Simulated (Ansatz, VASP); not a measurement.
## Ge2Sb2Te5 in VASP and in Ansatz

INCAR

```
SYSTEM = Ge2Sb2Te5
PREC = Accurate
ENCUT = 520
EDIFF = 1E-6
ISMEAR = 0
SIGMA = 0.03
LREAL = .False.
LASPH = .True.
NELM = 80
ALGO = Normal
ISIF = 2
LWAVE = .False.
LCHARG = .False.
GGA = PE
NBANDS = 44
```

KPOINTS

```
regular mesh
0
Gamma
  9 9 2
  0 0 0
```

File POSCAR:

```
Ge2Sb2Te5
1.0
    3.9655000000      0.0000000000      0.0000000000
   -1.9827500000      3.4342237387      0.0000000000
    0.0000000000      0.0000000000     17.7851000000
Ge Sb Te
2 2 5
Direct
    0.0000000000      0.0000000000      0.3314713560
    0.0000000000      0.0000000000      0.6685286440
    0.3333333333      0.6666666667      0.1121550832
    0.6666666667      0.3333333333      0.8878449168
    0.0000000000      0.0000000000      0.0000000000
    0.3333333333      0.6666666667      0.7913602895
    0.6666666667      0.3333333333      0.2086397105
    0.3333333333      0.6666666667      0.4097504733
    0.6666666667      0.3333333333      0.5902495267
```

Input for Ansatz:

```yaml
crystal:
  lattice:
    - [3.9655, 0.0, 0.0]
    - [-1.98275, 3.4342237387, 0.0]
    - [0.0, 0.0, 17.7851]
  atoms:
    - { symbol: Ge, position: [0.0, 0.0, 0.331471356] }
    - { symbol: Ge, position: [0.0, 0.0, 0.668528644] }
    - { symbol: Sb, position: [0.3333333333, 0.6666666667, 0.1121550832] }
    - { symbol: Sb, position: [0.6666666667, 0.3333333333, 0.8878449168] }
    - { symbol: Te, position: [0.0, 0.0, 0.0] }
    - { symbol: Te, position: [0.3333333333, 0.6666666667, 0.7913602895] }
    - { symbol: Te, position: [0.6666666667, 0.3333333333, 0.2086397105] }
    - { symbol: Te, position: [0.3333333333, 0.6666666667, 0.4097504733] }
    - { symbol: Te, position: [0.6666666667, 0.3333333333, 0.5902495267] }
basis:
  ecutwfc: 420
kpoints:
  mp_grid: { grid: [9, 9, 2] }
hamiltonian:
  xc: pbe
  pseudopotentials: { kind: paw, azcp: { folder: soft_1 } }
scf:
  occupations: { method: gaussian, width: 0.03 }
output:
  forces: true
  stress: true
  eigenvalues: true
  write_density: true
  write_potential: true
  elf: true
  volumetric_format: npy
```

Alike in both runs: task single point; functional PBE; k mesh 9 × 9 × 2; occupations gaussian, width 0.03 eV; no spin polarisation.

```csv
,VASP,Ansatz
version,VASP 6.6.1,Ansatz 0.2.0
potentials or method,"VASP PAW PBE potentials, release 64 (Ge_d, Sb, Te), cutoff 520 eV","scalar-relativistic, plane waves, PAW"
valence electrons in the cell,68,138
```

|  | VASP | Ansatz | Ansatz less VASP |
| --- | --- | --- | --- |
| gap on the k mesh at the Fermi level (eV) | none | none | - |
| pressure (GPa) | 10.7 | 10.6 | -0.10 |
| traceless stress, the component that is largest in VASP (GPa) | -1.23 | -1.26 | -0.027 |
| rms of the force components (eV/Å) | 0.528 | 0.510 | -0.0181 |

Atom by atom the forces differ by 0.020 eV/Å (rms over components). A gap of «none» marks a metal or a gap that the smearing closes. The functional is the same, so the differences come from potentials, cutoffs and numerics. VASP's potentials hold 68 valence electrons a cell and Ansatz's 138, so a difference there can come from the potentials and not from the codes.

Neither program's run includes spin-orbit coupling.
